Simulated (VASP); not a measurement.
# SnO2 (Imma) in VASP: single point with PBE

Aim: the single point of SnO2 with PBE.

Program: VASP 6.6.1. These are calculated values, not measurements. Logs are shortened: lines on timing, memory, paths and dates and some standing lists are left out, and cuts for length are marked.

## 1. The cell of the first run

Symmetry: Imma, No. 74, orthorhombic system. The conventional cell has a = 6.498 Å, b = 6.829 Å, c = 6.828 Å, α = 90.00°, β = 90.00°, γ = 90.00°. Sn (site symmetry mm2) has 6 O at 2.09 to 2.10 Å within 2.8 Å. Within 2.8 Å of Sn (site symmetry 2/m) lie 6 O at 2.09 Å. O (site symmetry m) has 3 Sn at 2.09 to 2.10 Å and 1 O at 2.64 Å within 2.8 Å. Within 2.8 Å of O (site symmetry m) lie 3 Sn at 2.09 Å and 1 O at 2.64 Å.

## 2. Single point, PBE

Input file INCAR:

```
PREC = Accurate
ENCUT = 520
EDIFF = 1E-6
ISMEAR = 0
SIGMA = 0.05
LREAL = Auto
LASPH = T
NELM = 80
ALGO = Normal
ISIF = 2
LWAVE = F
LCHARG = T
GGA = PE
LELF = T
LVHAR = T
NBANDS = 238
```

Input file KPOINTS:

```
regular mesh
0
Gamma
  1 2 2
```

Input file POSCAR:

```
SnO2
1.0
   12.9955880000      0.0000000000      0.0000000000
    0.0000000000      6.8289400000      0.0000000000
    0.0000000000      0.0000000000      6.8280420000
Sn O
16 32
Direct
    0.0000000000      0.7500000000      0.2464010000
    0.2500000000      0.2500000000      0.7464010000
    0.5000000000      0.7500000000      0.2464010000
    0.7500000000      0.2500000000      0.7464010000
    0.0000000000      0.2500000000      0.7535990000
    0.2500000000      0.7500000000      0.2535990000
    0.5000000000      0.2500000000      0.7535990000
    0.7500000000      0.7500000000      0.2535990000
    0.1250000000      0.2500000000      0.2500000000
    0.6250000000      0.2500000000      0.2500000000
    0.3750000000      0.7500000000      0.7500000000
    0.8750000000      0.7500000000      0.7500000000
    0.3750000000      0.2500000000      0.2500000000
    0.8750000000      0.2500000000      0.2500000000
    0.1250000000      0.7500000000      0.7500000000
    0.6250000000      0.7500000000      0.7500000000
    0.1263610000      0.2500000000      0.9435040000
    0.3763610000      0.7500000000      0.4435040000
    0.6263610000      0.2500000000      0.9435040000
    0.8763610000      0.7500000000      0.4435040000
    0.2500000000      0.4435050000      0.2540600000
    0.7500000000      0.4435050000      0.2540600000
    0.0000000000      0.9435050000      0.7540600000
    0.5000000000      0.9435050000      0.7540600000
    0.1236390000      0.7500000000      0.4435040000
    0.3736390000      0.2500000000      0.9435040000
    0.6236390000      0.7500000000      0.4435040000
    0.8736390000      0.2500000000      0.9435040000
    0.2500000000      0.0564950000      0.2540600000
    0.7500000000      0.0564950000      0.2540600000
    0.0000000000      0.5564950000      0.7540600000
    0.5000000000      0.5564950000      0.7540600000
    0.0000000000      0.4435050000      0.2459400000
    0.5000000000      0.4435050000      0.2459400000
    0.2500000000      0.9435050000      0.7459400000
    0.7500000000      0.9435050000      0.7459400000
    0.0000000000      0.0564950000      0.2459400000
    0.5000000000      0.0564950000      0.2459400000
    0.2500000000      0.5564950000      0.7459400000
    0.7500000000      0.5564950000      0.7459400000
    0.1263610000      0.7500000000      0.0564960000
    0.3763610000      0.2500000000      0.5564960000
    0.6263610000      0.7500000000      0.0564960000
    0.8763610000      0.2500000000      0.5564960000
    0.1236390000      0.2500000000      0.5564960000
    0.3736390000      0.7500000000      0.0564960000
    0.6236390000      0.2500000000      0.5564960000
    0.8736390000      0.7500000000      0.0564960000
```

Potentials or basis: VASP PAW PBE potentials, release 64 (Sn_d, O).

On the command line:

```console
$ cat potpaw_PBE.64/Sn_d/POTCAR potpaw_PBE.64/O/POTCAR > POTCAR
$ mpirun -np 1 vasp_std > vasp.out
```

OUTCAR:

```text
PREC = Accurate
   ENCUT = 520
   EDIFF = 1E-6
   ISMEAR = 0
   LREAL = Auto
   LASPH = T
   NELM = 80
   ISIF = 2
   GGA = PE

 ion  position               nearest neighbor table
   1  0.000  0.750  0.246-  41 2.09  48 2.09  33 2.09  37 2.09  20 2.10  25 2.10   6 3.25   8 3.25

   2  0.250  0.250  0.746-  42 2.09  45 2.09  35 2.09  39 2.09  17 2.10  26 2.10   5 3.25   7 3.25

   3  0.500  0.750  0.246-  43 2.09  46 2.09  34 2.09  38 2.09  18 2.10  27 2.10   6 3.25   8 3.25
[... 57 lines left out ...]
  47  0.624  0.250  0.556-   4 2.09  10 2.09   7 2.10
  48  0.874  0.750  0.056-   1 2.09  12 2.09   8 2.10

  LATTYP: Found a simple orthorhombic cell.
 ALAT       =     6.8280420000
 B/A-ratio  =     1.0001315165
 C/A-ratio  =     1.9032671445

  Lattice vectors:

 A1 = (   0.0000000000,   0.0000000000,  -6.8280420000)
 A2 = (   0.0000000000,   6.8289400000,   0.0000000000)
 A3 = (  12.9955880000,   0.0000000000,   0.0000000000)

Analysis of symmetry for initial positions (statically):
=====================================================================
 Subroutine PRICEL returns following result:

  LATTYP: Found a body centered orthorhombic cell.
 ALAT       =     6.4977940000
 B/A-ratio  =     1.0508246337
 C/A-ratio  =     1.0509628345

  Lattice vectors:

 A1 = (   3.2488970000,   3.4144700000,   3.4140210000)
 A2 = (  -3.2488970000,   3.4144700000,  -3.4140210000)
 A3 = (  -3.2488970000,  -3.4144700000,   3.4140210000)

   4 primitive cells build up your supercell.

 Routine SETGRP: Setting up the symmetry group for a
 simple orthorhombic supercell.

 Subroutine GETGRP returns: Found  8 space group operations
 (whereof  4 operations were pure point group operations)
 out of a pool of  8 trial point group operations.

The static configuration has the point symmetry C_2h.
 The point group associated with its full space group is D_2h.

Analysis of symmetry for dynamics (positions and initial velocities):
=====================================================================
 Subroutine PRICEL returns following result:

  LATTYP: Found a body centered orthorhombic cell.
 ALAT       =     6.4977940000
 B/A-ratio  =     1.0508246337
 C/A-ratio  =     1.0509628345

[... 114 lines left out ...]
   NELM   =     80;   NELMIN=  2; NELMDL= -5     # of ELM steps
   EDIFF  = 0.1E-05   stopping-criterion for ELM
   LREAL  =      T    real-space projection
   EDIFFG = 0.1E-04   stopping-criterion for IOM
   NSW    =      0    number of steps for IOM
   IBRION =     -1    ionic relax: 0-MD 1-quasi-New 2-CG
   NFREE  =      0    steps in history (QN), initial steepest desc. (CG)
   ISIF   =      2    stress and relaxation
   ISYM   =      2    0-nonsym 1-usesym 2-fastsym
   POTIM  = 0.5000    time-step for ionic-motion
   TEBEG  =    0.0;   TEEND  =   0.0 temperature during run
   PSTRESS=    0.0 pullay stress
   NELECT =     416.0000    total number of electrons
   NUPDOWN=      -1.0000    fix difference up-down
   EMIN   =  10.00;   EMAX   =-10.00  energy-range for DOS
   EFERMI =   0.00;   METHOD = LEGACY
   ISMEAR =     0;   SIGMA  =   0.05  broadening in eV -4-tet -1-fermi 0-gaus
   EFERMI_NEDOS =   21; number of points for ismear=-14 and -15
   IALGO  =     38    algorithm
   IMIX   =      4    mixing-type and parameters
     AMIX     =   0.40;   BMIX     =  1.00
     AMIX_MAG =   1.60;   BMIX_MAG =  1.00
  volume/ion in A,a.u.               =      12.62        85.19
  Fermi-wavevector in a.u.,A,eV,Ry     =   1.444189  2.729122 28.377438  2.085683
  Thomas-Fermi vector in A             =   2.562512
   LORBIT       =      0    0 simple, 1 ext, 2 COOP (PROOUT), +10 PAW based schemes
   GGA     = PE    functional components
   LHFCALC =     F    Hartree Fock is set to
   AEXX    =    0.0000 exact exchange contribution
   IVDW    =     0    specifies the selected vdW correction
   LEPSILON=     F    determine dielectric tensor
   LRPA    =     F    only Hartree local field effects (RPA)
 non-spin polarized calculation
 Gauss-broadening in eV      SIGMA  =   0.05
  energy-cutoff  :      520.00
  volume of cell :      605.96
 maximum number of plane-waves:     16370
 NGX is ok and might be reduce to    98
   NGX = 49   NGY = 25   NGZ = 25

 number of electron     416.0000088 magnetization

 Free energy of the ion-electron system (eV)
  ---------------------------------------------------
  ext. energy  EPLUGINS =         0.00000000
  ---------------------------------------------------
  free energy    TOTEN  =      -298.39612254 eV

  energy without entropy =     -298.39612254  energy(sigma->0) =     -298.39612254

 E-fermi :   5.7700     XC(G=0): -10.9572

 val. band max:        5.4945580412   @ k =   0.0000   0.0000   0.0000
 cond. band min:       6.1051076441   @ k =   0.0000   0.0000   0.0000
 fundamental gap:      0.6105496029
 Fermi energy:         5.7700300096

 k-point     1 :       0.0000    0.0000    0.0000
  band No.  band energies     occupation
      1     -15.5412      2.00000
      2     -15.3322      2.00000
      3     -15.3316      2.00000
      4     -15.3222      2.00000
      5     -15.3217      2.00000
      6     -15.3128      2.00000
[... 881 lines left out ...]
    219      10.4155      0.00000
    220      10.4155      0.00000
 [bands above 220 left out]

------------------------ aborting loop because EDIFF is reached ----------------------------------------

  FORCE on cell =-STRESS in cart. coord.  units (eV):
  Direction    XX          YY          ZZ          XY          YZ          ZX
  --------------------------------------------------------------------------------------
  -------------------------------------------------------------------------------------
  Total       -2.6836682     -0.6688610     -0.5428254      0.0000000      0.0000000      0.0000000
  in kB       -7.0956796     -1.7684837     -1.4352427      0.0000000      0.0000000      0.0000000
  external PRESSURE =      -3.4331353 kB  Pullay stress =       0.0000000 kB

 VOLUME and BASIS-vectors are now :
 -----------------------------------------------------------------------------
  energy-cutoff  :      520.00
  volume of cell :      605.96
      direct lattice vectors                 reciprocal lattice vectors
    12.995588000  0.000000000  0.000000000     0.076949192  0.000000000  0.000000000
     0.000000000  6.828940000  0.000000000     0.000000000  0.146435611  0.000000000
     0.000000000  0.000000000  6.828042000     0.000000000  0.000000000  0.146454869

 POSITION                                       TOTAL-FORCE (eV/Angst)
 -----------------------------------------------------------------------------------
      0.00000      5.12171      1.68244         0.000000      0.000000      0.041078
      3.24890      1.70724      5.09646         0.000000      0.000000      0.041078
      6.49779      5.12171      1.68244         0.000000      0.000000      0.041078
      9.74669      1.70724      5.09646         0.000000      0.000000      0.041078
      0.00000      1.70724      5.14561         0.000000      0.000000     -0.041078
      3.24890      5.12171      1.73158         0.000000      0.000000     -0.041078
[... 40 lines left out ...]
      8.10456      1.70724      3.79978         0.030278      0.000000      0.011216
     11.35345      5.12171      0.38576         0.030278      0.000000      0.011216
 -----------------------------------------------------------------------------------
    total drift:                                0.000000      0.000000     -0.000000

  FREE ENERGIE OF THE ION-ELECTRON SYSTEM (eV)
  ---------------------------------------------------
  free  energy   TOTEN  =      -298.3961225409 eV

  energy  without entropy=     -298.3961225409  energy(sigma->0) =     -298.39612254
```

OSZICAR:

```text
N       E                     dE             d eps       ncg     rms          rms(c)
DAV:   1     0.909815165578E+04    0.90982E+04   -0.16314E+05  1952   0.275E+03
DAV:   2     0.202746180047E+04   -0.70707E+04   -0.68214E+04  1904   0.882E+02
DAV:   3    -0.687437616555E+02   -0.20962E+04   -0.20017E+04  2036   0.352E+02
DAV:   4    -0.334556442733E+03   -0.26581E+03   -0.26063E+03  2218   0.134E+02
DAV:   5    -0.347065730136E+03   -0.12509E+02   -0.12340E+02  2272   0.288E+01    0.433E+01
DAV:   6    -0.297264512957E+03    0.49801E+02   -0.20585E+02  2896   0.714E+01    0.153E+01
DAV:   7    -0.298629186904E+03   -0.13647E+01   -0.20990E+01  2120   0.945E+00    0.948E+00
DAV:   8    -0.298564984942E+03    0.64202E-01   -0.33843E+00  2480   0.645E+00    0.263E+00
DAV:   9    -0.298390174699E+03    0.17481E+00   -0.12440E+00  2640   0.509E+00    0.580E-01
DAV:  10    -0.298395011095E+03   -0.48364E-02   -0.93005E-02  2656   0.120E+00    0.190E-01
DAV:  11    -0.298396084559E+03   -0.10735E-02   -0.88900E-03  2720   0.385E-01    0.652E-02
DAV:  12    -0.298396171382E+03   -0.86823E-04   -0.70513E-04  2384   0.931E-02    0.580E-02
DAV:  13    -0.298396121629E+03    0.49753E-04   -0.28290E-04  2768   0.776E-02    0.693E-03
DAV:  14    -0.298396121665E+03   -0.35747E-07   -0.30685E-05  2000   0.134E-02    0.590E-03
DAV:  15    -0.298396122541E+03   -0.87591E-06   -0.11253E-06  1288   0.359E-03
   1 F= -.29839612E+03 E0= -.29839612E+03  d E =-.463228E-15
```

stdout:

```text
POSCAR found type information on POSCAR SnO
 POSCAR found :  2 types and      48 ions
 scaLAPACK will be used
 LDA part: xc-table for (Slater+PW92), standard interpolation
 POSCAR, INCAR and KPOINTS ok, starting setup
 FFT: planning ... GRIDC
 FFT: planning ... GRID_SOFT
 FFT: planning ... GRID
 WAVECAR not read
 entering main loop
```

It took 27 min on 1 thread of Oxide Virtual Turin-like, shared host; peak memory 0.76 GiB.

Results:

| Item | Value |
| --- | --- |
| Free energy | -298.3961 eV |
| Pressure | -0.3 GPa |
| Largest force | 0.041 eV/Å |
| Band gap on the k mesh | 0.61 eV |

Forces on the atoms (eV/Å):
```
Sn   0.000  0.000  0.041
Sn   0.000  0.000  0.041
Sn   0.000  0.000  0.041
Sn   0.000  0.000  0.041
Sn   0.000  0.000 -0.041
Sn   0.000  0.000 -0.041
Sn   0.000  0.000 -0.041
Sn   0.000  0.000 -0.041
Sn   0.000  0.000  0.000
Sn   0.000  0.000  0.000
Sn   0.000  0.000  0.000
Sn   0.000  0.000  0.000
Sn   0.000  0.000  0.000
Sn   0.000  0.000  0.000
Sn   0.000  0.000  0.000
Sn   0.000  0.000  0.000
O   -0.030  0.000 -0.011
O   -0.030  0.000 -0.011
O   -0.030  0.000 -0.011
O   -0.030  0.000 -0.011
O    0.000 -0.010 -0.030
O    0.000 -0.010 -0.030
O    0.000 -0.010 -0.030
O    0.000 -0.010 -0.030
O    0.030  0.000 -0.011
O    0.030  0.000 -0.011
O    0.030  0.000 -0.011
O    0.030  0.000 -0.011
O    0.000  0.010 -0.030
O    0.000  0.010 -0.030
O    0.000  0.010 -0.030
O    0.000  0.010 -0.030
O    0.000 -0.010  0.030
O    0.000 -0.010  0.030
O    0.000 -0.010  0.030
O    0.000 -0.010  0.030
O    0.000  0.010  0.030
O    0.000  0.010  0.030
O    0.000  0.010  0.030
O    0.000  0.010  0.030
O   -0.030  0.000  0.011
O   -0.030  0.000  0.011
O   -0.030  0.000  0.011
O   -0.030  0.000  0.011
O    0.030  0.000  0.011
O    0.030  0.000  0.011
O    0.030  0.000  0.011
O    0.030  0.000  0.011
```

Stress tensor (GPa, compression positive):
```
-0.71  0.00  0.00
 0.00 -0.18  0.00
 0.00  0.00 -0.14
```

Caveat: the k points lie up to 0.48 Å⁻¹ apart; semilocal functionals underestimate gaps, and a narrow one can read as zero; spin-orbit coupling is left out, which moves the levels of the heavy elements.
